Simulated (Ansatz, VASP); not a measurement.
# Two plane-wave programs on CuAu

INCAR

```
SYSTEM = CuAu
PREC = Accurate
ENCUT = 520
EDIFF = 1E-6
ISMEAR = -1
SIGMA = 0.05
LREAL = .False.
LASPH = .True.
NELM = 60
ALGO = Normal
ISIF = 2
LWAVE = .False.
LCHARG = .True.
GGA = PS
LELF = .True.
LVHAR = .True.
NBANDS = 18
```

The input KPOINTS:

```
Automatic mesh
0
Gamma
  11 11 11
  0 0 0
```

POSCAR

```
CuAu
1.0
    1.4333716108      0.8275574853      4.2276049958
   -1.4333716108      0.8275574853      4.2276049958
    0.0000000000     -1.6551149707      4.2276049958
Au Cu
1 1
Direct
    0.0000000000      0.0000000000      0.0000000000
    0.5000000000      0.5000000000      0.5000000000
```

Contents of input.yaml:

```yaml
crystal:
  lattice:
    - [1.4333716108, 0.8275574853, 4.2276049958]
    - [-1.4333716108, 0.8275574853, 4.2276049958]
    - [0.0, -1.6551149707, 4.2276049958]
  atoms:
    - { symbol: Au, position: [0.0, 0.0, 0.0] }
    - { symbol: Cu, position: [0.5, 0.5, 0.5] }
hamiltonian:
  xc: pbesol
  pseudopotentials: { kind: paw }
kpoints:
  mp_grid: { grid: [11, 11, 11] }
scf:
  occupations: { method: fermi_dirac, width: 0.05 }
output:
  forces: true
  stress: true
  eigenvalues: true
  write_density: true
  write_potential: true
  elf: true
  volumetric_format: npy
```

Alike in both runs: task single point; functional PBEsol; k mesh 11 × 11 × 11; occupations fermi-dirac, width 0.05 eV; no spin polarisation.

|  | VASP | Ansatz |
| --- | --- | --- |
| version | VASP 6.6.1 | Ansatz 0.2.0 |
| potentials or method | VASP PAW PBE potentials, release 64 (Au, Cu) | Ansatz PAW |
| plane-wave cutoff (eV) | 520 | 420 |
| valence electrons in the cell | 22 | 38 |

```tsv
	VASP	Ansatz	Ansatz less VASP
gap on the k mesh at the Fermi level (eV)	none	none	-
pressure (GPa)	-5.4	-5.5	-0.11
traceless stress, the component that is largest in VASP (GPa)	1.40	1.27	-0.130
```

VASP's potentials were made for PBE, not for PBEsol. A gap of «none» marks a metal or a gap that the smearing closes. VASP's potentials hold 22 valence electrons a cell and Ansatz's 38, so a difference there can come from the potentials and not from the codes.

Neither program's run includes spin-orbit coupling.
